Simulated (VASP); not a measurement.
Here is a VASP 6.6.1 calculation.

Contents of INCAR:

```
  ALGO = Normal
  EDIFF = 1E-7
  ENCUT = 520
  GGA = PE
  ISIF = 2
  ISMEAR = 0
  LASPH = True
  LCHARG = True
  LELF = True
  LREAL = False
  LVHAR = True
  LWAVE = False
  NBANDS = 18
  NELM = 100
  PREC = Accurate
  SIGMA = 0.1
```

File KPOINTS:

```
k-points
0
Gamma
  12 12 8
```

File POSCAR:

```
SbAsN2
1.0
    3.6742009484      0.0000000000      0.0000000000
   -1.8371004742      3.1819513599      0.0000000000
    0.0000000000      0.0000000000      5.7620128769
Sb As N
1 1 2
Direct
    0.0000000000      0.0000000000      0.0000000000
    0.0000000000      0.0000000000      0.5000000000
    0.3333333333      0.6666666667      0.5000000000
    0.6666666667      0.3333333333      0.5000000000
```

Potentials or basis: VASP PAW PBE potentials, release 64 (Sb, As, N).

The run is started by

```bash
$ cat potpaw_PBE.64/Sb/POTCAR potpaw_PBE.64/As/POTCAR potpaw_PBE.64/N/POTCAR > POTCAR
$ mpirun -np 1 vasp_std > vasp.out
```

Q: Estimate the pressure.

A: 0.0 GPa.

Q: Estimate the band gap on the k mesh.

A: Zero (bands 10 and 11 overlap by 1.94 eV).

Stress tensor (GPa, compression positive):
```
 0.09  0.00  0.00
 0.00  0.09  0.00
 0.00  0.00 -0.10
```

Caveat: spin-orbit coupling is left out, which moves the levels of the heavy elements.
